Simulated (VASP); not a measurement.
## GaN: single point with PBEsol

Crystal: GaN.

```
Ga N
1.0
     3.04734    0.00000    0.00000
    -1.52367    2.63908    0.00000
     0.00000    0.00000    4.95049
Ga N
2 2
Direct
  0.33333 0.66667 0.00000
  0.66667 0.33333 0.50000
  0.33333 0.66667 0.37500
  0.66667 0.33333 0.87500
```

```
Program             : VASP 6.6.1
Task                : single point
Functional          : PBEsol
Potentials or basis : VASP PAW PBE potentials, release 64 (Ga_d, N)
Cutoff              : 520 eV
k mesh              : 12 × 12 × 4
Occupations         : gaussian, width 0.01 eV
Spin                : no spin polarisation
```

```
Pressure               : 33.2 GPa
Largest force          : 0.167 eV/Å
Band gap on the k mesh : 2.78 eV
```

Forces on the atoms (eV/Å):
```
Ga   0.000  0.000 -0.167
Ga   0.000  0.000 -0.167
N    0.000  0.000  0.167
N    0.000  0.000  0.167
```

Stress tensor (GPa, compression positive):
```
32.03  0.00  0.00
 0.00 32.03  0.00
 0.00  0.00 35.62
```

Levels at points of the mesh, in eV from the valence-band top:
| k point | band 16 | band 17 | band 18 | band 19 | band 20 | band 21 |
| --- | --- | --- | --- | --- | --- | --- |
| (0.00, 0.00, 0.00) | -0.07 | 0.00 | 0.00 | 2.78 | 5.07 | 9.88 |
| (0.50, 0.00, 0.00) | -3.31 | -2.71 | -1.17 | 5.27 | 6.02 | 6.57 |
| (0.00, 0.00, 0.50) | -0.64 | -0.64 | -0.64 | 5.05 | 5.05 | 9.11 |
| (0.50, 0.00, 0.50) | -2.33 | -2.24 | -2.24 | 4.68 | 4.68 | 8.54 |

It took 2.3 min on 1 thread of Intel Xeon 8259CL (shared host), peak memory 0.19 GiB.

Caveat: the cell stands under pressure; the PAW data sets were made with another functional, which shifts forces and pressure a little. Expect the measured gap to be larger: semilocal functionals such as PBEsol lack the derivative discontinuity.
